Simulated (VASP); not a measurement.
# ZnS (P6_3mc) in VASP: notebook, part 2 of 2

VASP 6.6.1.

## (3) Single point, r2SCAN (strain -0.030 along x and y, -0.015 along z)

Input file POSCAR:

```
ZnS
1.0
    3.6944748077      0.0000000000      0.0000000000
   -1.8472374039      3.1995090372      0.0000000000
    0.0000000000      0.0000000000     12.2794681660
Zn S
4 4
Direct
    0.0000000000      0.0000000000      0.0001143924
    0.0000000000      0.0000000000      0.5001143924
    0.3333333333      0.6666666667      0.2500706174
    0.6666666667      0.3333333333      0.7500706174
    0.0000000000      0.0000000000      0.1872361436
    0.0000000000      0.0000000000      0.6872361436
    0.3333333333      0.6666666667      0.4375788466
    0.6666666667      0.3333333333      0.9375788466
```

Input file INCAR.step1:

```
  ALGO = Normal
  EDIFF = 1E-4
  ENCUT = 520
  GGA = PE
  ISMEAR = 0
  LASPH = T
  LCHARG = F
  LREAL = F
  LWAVE = T
  NBANDS = 46
  NELM = 60
  PREC = Accurate
  SIGMA = 0.05
```

Input file INCAR.step2:

```
  ALGO = Normal
  EDIFF = 1E-6
  ENCUT = 520
  ISIF = 2
  ISMEAR = 0
  ISTART = 1
  LASPH = T
  LCHARG = F
  LMIXTAU = T
  LREAL = F
  LWAVE = F
  METAGGA = R2SCAN
  NBANDS = 46
  NELM = 60
  PREC = Accurate
  SIGMA = 0.05
```

Input file KPOINTS:

```
k-points
0
Gamma
  6 6 2
```

Potentials or basis: VASP PAW PBE potentials, release 64 (Zn, S).

Started as:

```console
$ cat potpaw_PBE.64/Zn/POTCAR potpaw_PBE.64/S/POTCAR > POTCAR
$ cp INCAR.step1 INCAR
$ mpirun -np 1 vasp_std > vasp.out
$ cp INCAR.step2 INCAR
$ mpirun -np 1 vasp_std > vasp.out
```

OUTCAR:

```text
EDIFF = 1E-6
   ENCUT = 520
   ISIF = 2
   ISMEAR = 0
   ISTART = 1
   LASPH = T
   LREAL = F
   METAGGA = R2SCAN
   NELM = 60
   PREC = Accurate

 ion  position               nearest neighbor table
   1  0.000  0.000  0.000-   8 2.27   8 2.27   8 2.27   5 2.30
   2  0.000  0.000  0.500-   7 2.27   7 2.27   7 2.27   6 2.30
   3  0.333  0.667  0.250-   5 2.27   5 2.27   5 2.27   7 2.30
   4  0.667  0.333  0.750-   6 2.27   6 2.27   6 2.27   8 2.30
   5  0.000  0.000  0.187-   3 2.27   3 2.27   3 2.27   1 2.30
   6  0.000  0.000  0.687-   4 2.27   4 2.27   4 2.27   2 2.30
   7  0.333  0.667  0.438-   2 2.27   2 2.27   2 2.27   3 2.30
   8  0.667  0.333  0.938-   1 2.27   1 2.27   1 2.27   4 2.30

  LATTYP: Found a hexagonal cell.
 ALAT       =     3.6944748077
 C/A-ratio  =     3.3237385028

  Lattice vectors:

 A1 = (   3.6944748077,   0.0000000000,   0.0000000000)
 A2 = (  -1.8472374039,   3.1995090372,   0.0000000000)
 A3 = (   0.0000000000,   0.0000000000,  12.2794681660)

Analysis of symmetry for initial positions (statically):
=====================================================================
 Subroutine PRICEL returns:
 Original cell was already a primitive cell.

 Routine SETGRP: Setting up the symmetry group for a
 hexagonal supercell.

 Subroutine GETGRP returns: Found 12 space group operations
 (whereof  6 operations were pure point group operations)
 out of a pool of 24 trial point group operations.

The static configuration has the point symmetry C_3v.
 The point group associated with its full space group is C_6v.

Analysis of symmetry for dynamics (positions and initial velocities):
=====================================================================
 Subroutine PRICEL returns:
 Original cell was already a primitive cell.

 Routine SETGRP: Setting up the symmetry group for a
[... 131 lines left out ...]
  Thomas-Fermi vector in A             =   2.427416
   LORBIT       =      0    0 simple, 1 ext, 2 COOP (PROOUT), +10 PAW based schemes
   METAGGA = R2SCAN    functional components
   LHFCALC =     F    Hartree Fock is set to
   AEXX    =    0.0000 exact exchange contribution
   IVDW    =     0    specifies the selected vdW correction
   LEPSILON=     F    determine dielectric tensor
   LRPA    =     F    only Hartree local field effects (RPA)
 non-spin polarized calculation
 Gauss-broadening in eV      SIGMA  =   0.05
  energy-cutoff  :      520.00
  volume of cell :      145.15
 maximum number of plane-waves:      3944
 NGX is ok and might be reduce to    28
   NGX = 13   NGY = 13   NGZ = 45

 number of electron      71.9999967 magnetization

 Free energy of the ion-electron system (eV)
  ---------------------------------------------------
  ext. energy  EPLUGINS =         0.00000000
  ---------------------------------------------------
  free energy    TOTEN  =       -75.20429081 eV

  energy without entropy =      -75.20429081  energy(sigma->0) =      -75.20429081

 E-fermi :   2.9239     XC(G=0): -10.7119

 val. band max:        2.6932971746   @ k =   0.0000   0.0000   0.0000
 cond. band min:       5.7746529539   @ k =   0.0000   0.0000   0.0000
 fundamental gap:      3.0813557792
 Fermi energy:         2.9238931492

 k-point     1 :       0.0000    0.0000    0.0000
  band No.  band energies     occupation
      1     -11.6624      2.00000
      2     -11.1824      2.00000
      3     -11.1742      2.00000
      4     -10.5912      2.00000
      5      -4.2098      2.00000
      6      -4.2097      2.00000
[... 675 lines left out ...]
     45      11.0259      0.00000
     46      11.0259      0.00000

------------------------ aborting loop because EDIFF is reached ----------------------------------------

  FORCE on cell =-STRESS in cart. coord.  units (eV):
  Direction    XX          YY          ZZ          XY          YZ          ZX
  --------------------------------------------------------------------------------------
  -------------------------------------------------------------------------------------
  Total        7.3068844      7.3068844      4.7399167     -0.0000000      0.0000000      0.0000000
  in kB       80.6542414     80.6542414     52.3197528     -0.0000000      0.0000000      0.0000000
  external PRESSURE =      71.2094118 kB  Pullay stress =       0.0000000 kB

 VOLUME and BASIS-vectors are now :
 -----------------------------------------------------------------------------
  energy-cutoff  :      520.00
  volume of cell :      145.15
      direct lattice vectors                 reciprocal lattice vectors
     3.694474808  0.000000000  0.000000000     0.270674467  0.156273976  0.000000000
    -1.847237404  3.199509037  0.000000000     0.000000000  0.312547953  0.000000000
     0.000000000  0.000000000 12.279468166     0.000000000  0.000000000  0.081436752

 POSITION                                       TOTAL-FORCE (eV/Angst)
 -----------------------------------------------------------------------------------
      0.00000      0.00000      0.00140        -0.000000      0.000000      0.175458
      0.00000      0.00000      6.14114         0.000000     -0.000000      0.175458
     -0.00000      2.13301      3.07073         0.000000      0.000000      0.156722
      1.84724      1.06650      9.21047        -0.000000      0.000000      0.156722
      0.00000      0.00000      2.29916         0.000000     -0.000000     -0.165243
      0.00000      0.00000      8.43889         0.000000      0.000000     -0.165243
     -0.00000      2.13301      5.37324         0.000000     -0.000000     -0.166938
      1.84724      1.06650     11.51297         0.000000     -0.000000     -0.166938
 -----------------------------------------------------------------------------------
    total drift:                               -0.000000     -0.000000      0.080723

  FREE ENERGIE OF THE ION-ELECTRON SYSTEM (eV)
  ---------------------------------------------------
  free  energy   TOTEN  =       -75.2042908074 eV

  energy  without entropy=      -75.2042908074  energy(sigma->0) =      -75.20429081
```

OUTCAR.step1:

```text
EDIFF = 1E-4
   ENCUT = 520
   GGA = PE
   ISMEAR = 0
[... 921 lines left out ...]
      0.00000      0.00000      2.29916         0.000000     -0.000000     -0.164059
      0.00000      0.00000      8.43889        -0.000000      0.000000     -0.164059
     -0.00000      2.13301      5.37324        -0.000000      0.000000     -0.163435
      1.84724      1.06650     11.51297        -0.000000     -0.000000     -0.163435
 -----------------------------------------------------------------------------------
    total drift:                               -0.000001     -0.000001      0.000525

  FREE ENERGIE OF THE ION-ELECTRON SYSTEM (eV)
  ---------------------------------------------------
  free  energy   TOTEN  =       -26.9307317126 eV

  energy  without entropy=      -26.9307317126  energy(sigma->0) =      -26.93073171
```

Run time: 7.6 min. Hardware: 1 thread of Intel Xeon 6975P-C (Granite Rapids), shared host; peak memory 0.31 GiB.

Results:

```yaml
Free_energy: -75.2043 eV
Pressure: 7.1 GPa
Largest_force: 0.175 eV/Å
Band_gap_on_the_k_mesh: 3.08 eV
```

Forces on the atoms (eV/Å):
```
Zn   0.000  0.000  0.175
Zn   0.000  0.000  0.175
Zn   0.000  0.000  0.157
Zn   0.000  0.000  0.157
S    0.000  0.000 -0.165
S    0.000  0.000 -0.165
S    0.000  0.000 -0.167
S    0.000  0.000 -0.167
```

Stress tensor (GPa, compression positive):
```
8.07 0.00 0.00
0.00 8.07 0.00
0.00 0.00 5.23
```

Levels at points of the mesh, in eV from the valence-band top:
```tsv
k point	band 34	band 35	band 36	band 37	band 38	band 39
(0.00, 0.00, 0.00)	-0.12	0.00	0.00	3.08	3.96	4.23
(0.50, 0.00, 0.00)	-1.87	-1.36	-1.06	3.61	3.71	4.18
(0.00, 0.00, 0.50)	-0.16	-0.16	-0.16	3.93	3.93	4.10
(0.50, 0.00, 0.50)	-1.79	-1.32	-1.32	4.03	4.03	4.54
```

Caveat: the cell differs from its parent crystal (strain -0.030 along x and y, -0.015 along z); the cell stands under pressure; the PAW data sets were made with another functional, which shifts forces and pressure a little.

## (4) Single point, r2SCAN (strain -0.030 along x and y, +0.000 along z)

POSCAR: that of step 3 with these lines changed.

```diff
@@ -4,3 +4,3 @@
    -1.8472374039      3.1995090372      0.0000000000
-    0.0000000000      0.0000000000     12.2794681660
+    0.0000000000      0.0000000000     12.4664651431
 Zn S
```

Input file INCAR.step1:

```
PREC = Accurate
ENCUT = 520
ISMEAR = 0
SIGMA = 0.05
LREAL = False
LASPH = True
NELM = 80
NBANDS = 46
GGA = PE
ALGO = Normal
EDIFF = 1E-4
LWAVE = True
LCHARG = False
```

Input file INCAR.step2:

```
PREC = Accurate
ENCUT = 520
EDIFF = 1E-7
ISMEAR = 0
SIGMA = 0.05
LREAL = False
LASPH = True
NELM = 80
ALGO = Normal
ISIF = 2
LWAVE = False
LCHARG = False
METAGGA = R2SCAN
LMIXTAU = True
NBANDS = 46
ISTART = 1
```

Input file KPOINTS:

```
Automatic mesh
0
Gamma
  6 6 2
```

Started as:

```console
$ cat potpaw_PBE.64/Zn/POTCAR potpaw_PBE.64/S/POTCAR > POTCAR
$ cp INCAR.step1 INCAR
$ mpirun -np 1 vasp_std > vasp.out
$ cp INCAR.step2 INCAR
$ mpirun -np 1 vasp_std > vasp.out
```

It took 8 min on 1 thread of Intel Xeon 6975P-C (Granite Rapids), shared host; peak memory 0.32 GiB.

It converged, with:

* Free energy: -75.2536 eV
* Pressure: 5.6 GPa
* Largest force: 0.277 eV/Å
* Band gap on the k mesh: 2.96 eV

Forces on the atoms (eV/Å):
```
Zn   0.000  0.000  0.277
Zn   0.000  0.000  0.277
Zn   0.000  0.000  0.245
Zn   0.000  0.000  0.245
S    0.000  0.000 -0.258
S    0.000  0.000 -0.258
S    0.000  0.000 -0.264
S    0.000  0.000 -0.264
```

Stress tensor (GPa, compression positive):
```
7.39 0.00 0.00
0.00 7.39 0.00
0.00 0.00 2.07
```

Levels at points of the mesh, in eV from the valence-band top:
```tsv
k point	band 32	band 33	band 34	band 35	band 36	band 37	band 38	band 39	band 40	band 41
(0.00, 0.00, 0.00)	-0.48	-0.48	-0.18	0.00	0.00	2.96	4.02	4.25	4.49	6.59
(0.50, 0.00, 0.00)	-1.94	-1.83	-1.82	-1.38	-1.07	3.58	3.68	4.20	4.78	5.27
(0.00, 0.00, 0.50)	-0.79	-0.15	-0.15	-0.15	-0.15	3.85	3.85	4.15	4.15	6.50
(0.50, 0.00, 0.50)	-2.30	-1.79	-1.79	-1.31	-1.31	4.04	4.04	4.48	4.48	4.92
```

Caveat: the cell differs from its parent crystal (strain -0.030 along x and y, +0.000 along z); the cell stands under pressure; the PAW data sets were made with another functional, which shifts forces and pressure a little.

## (5) Single point, r2SCAN (strain -0.015 along x and y, -0.030 along z)

POSCAR: that of step 4 with these lines changed.

```diff
@@ -2,5 +2,5 @@
 1.0
-    3.6944748077      0.0000000000      0.0000000000
-   -1.8472374039      3.1995090372      0.0000000000
-    0.0000000000      0.0000000000     12.4664651431
+    3.7516058615      0.0000000000      0.0000000000
+   -1.8758029307      3.2489859810      0.0000000000
+    0.0000000000      0.0000000000     12.0924711888
 Zn S
```

Input file INCAR.step1:

```
ALGO = Normal
EDIFF = 1E-4
ENCUT = 520
GGA = PE
ISMEAR = 0
LASPH = True
LCHARG = False
LREAL = False
LWAVE = True
NBANDS = 46
NELM = 80
PREC = Accurate
SIGMA = 0.05
```

Input file INCAR.step2:

```
ALGO = Normal
EDIFF = 1E-6
ENCUT = 520
ISIF = 2
ISMEAR = 0
ISTART = 1
LASPH = True
LCHARG = False
LMIXTAU = True
LREAL = False
LWAVE = False
METAGGA = R2SCAN
NBANDS = 46
NELM = 80
PREC = Accurate
SIGMA = 0.05
```

Input file KPOINTS:

```
k-points
0
Gamma
  6 6 2
```

Started as:

```console
$ cat potpaw_PBE.64/Zn/POTCAR potpaw_PBE.64/S/POTCAR > POTCAR
$ cp INCAR.step1 INCAR
$ mpirun -np 1 vasp_std > vasp.out
$ cp INCAR.step2 INCAR
$ mpirun -np 1 vasp_std > vasp.out
```

Run time: 7 min. Hardware: 1 thread of Intel Xeon 6975P-C (Granite Rapids), shared host; peak memory 0.31 GiB.

The run converged. Its results:

| Item | Value |
| --- | --- |
| Free energy | -75.2901 eV |
| Pressure | 5.5 GPa |
| Largest force | 0.143 eV/Å |
| Band gap on the k mesh | 3.06 eV |

Forces in eV/Å, atoms in the order of the input:
```
Zn   0.000  0.000 -0.143
Zn   0.000  0.000 -0.143
Zn   0.000  0.000 -0.134
Zn   0.000  0.000 -0.134
S    0.000  0.000  0.134
S    0.000  0.000  0.134
S    0.000  0.000  0.143
S    0.000  0.000  0.143
```

Stress tensor (GPa, compression positive):
```
4.52 0.00 0.00
0.00 4.52 0.00
0.00 0.00 7.47
```

Levels at points of the mesh, in eV from the valence-band top:
```tsv
k point	band 33	band 34	band 35	band 36	band 37	band 38	band 39	band 40
(0.00, 0.00, 0.00)	-0.57	-0.01	-0.01	0.00	3.06	3.72	4.04	4.34
(0.50, 0.00, 0.00)	-1.85	-1.74	-1.24	-0.98	3.71	3.74	4.17	4.73
(0.00, 0.00, 0.50)	-0.19	-0.19	-0.19	-0.19	3.80	3.80	3.92	3.92
(0.50, 0.00, 0.50)	-1.68	-1.68	-1.25	-1.25	4.01	4.01	4.58	4.58
```

Caveat: the cell differs from its parent crystal (strain -0.015 along x and y, -0.030 along z); the cell stands under pressure; the PAW data sets were made with another functional, which shifts forces and pressure a little.

## (6) The runs side by side

| cell | gap on the mesh (eV) | pressure (GPa) | largest force (eV/Å) |
| --- | --- | --- | --- |
| a = 3.694, b = 3.694, c = 12.092 Å, angles 90.0, 90.0, 120.0°, 8 atoms | 3.20 | 8.8 | 0.02 |
| a = 3.694, b = 3.694, c = 12.279 Å, angles 90.0, 90.0, 120.0°, 8 atoms | 3.08 | 7.1 | 0.18 |
| a = 3.694, b = 3.694, c = 12.466 Å, angles 90.0, 90.0, 120.0°, 8 atoms | 2.96 | 5.6 | 0.28 |
| a = 3.752, b = 3.752, c = 12.092 Å, angles 90.0, 90.0, 120.0°, 8 atoms | 3.06 | 5.5 | 0.14 |

Alike in all rows: task single point; level r2SCAN; potentials or basis VASP PAW PBE potentials, release 64 (Zn, S); no spin polarisation; k mesh 6 × 6 × 2; cutoff (eV) 520; smearing gaussian 0.05 eV.

Caveats: the cell stands under pressure; the PAW data sets were made with another functional, which shifts forces and pressure a little.

Absolute energies hang on the potentials; compare differences alone.
